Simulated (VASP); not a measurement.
Here is a VASP 6.6.1 calculation.

INCAR

```
SYSTEM = BAu
ALGO     = Normal         ! electronic algorithm
EDIFF    = 1E-6           ! SCF threshold, eV
ENCUT    = 520            ! plane-wave cutoff, eV
GGA      = PE             ! functional
ISIF     = 2              ! what is computed and relaxed
ISMEAR   = 0              ! smearing method
LASPH    = .TRUE.         ! aspherical terms in the spheres
LCHARG   = .FALSE.        ! write CHGCAR
LREAL    = .FALSE.        ! projectors in reciprocal space
LWAVE    = .FALSE.        ! write WAVECAR
NBANDS   = 14             ! bands
NELM     = 80             ! most SCF steps
PREC     = Accurate       ! precision mode
SIGMA    = 0.1            ! smearing width, eV
```

File KPOINTS:

```
k-points
0
G
  6 6 6
  0 0 0
```

POSCAR

```
BAu
1.0
    0.0000000000      2.3550135132      2.3550135132
    2.3550135132      0.0000000000      2.3550135132
    2.3550135132      2.3550135132      0.0000000000
B Au
1 1
Direct
    0.0000000000      0.0000000000      0.0000000000
    0.5000000000      0.5000000000      0.5000000000
```

Potentials or basis: VASP PAW PBE potentials, release 64 (B, Au).

Launch:

```sh
$ cat potpaw_PBE.64/B/POTCAR potpaw_PBE.64/Au/POTCAR > POTCAR
$ mpirun -np 1 vasp_std > vasp.out
```

(1) Predict the pressure.

(2) Estimate the band gap on the k mesh.

Answers

(1) -0.3 GPa.

(2) zero (band 7 reaches 10.31 eV, above the bottom of band 8 at 7.53 eV).

Caveat: the k points lie up to 0.39 Å⁻¹ apart; spin-orbit coupling is left out, which moves the levels of the heavy elements.
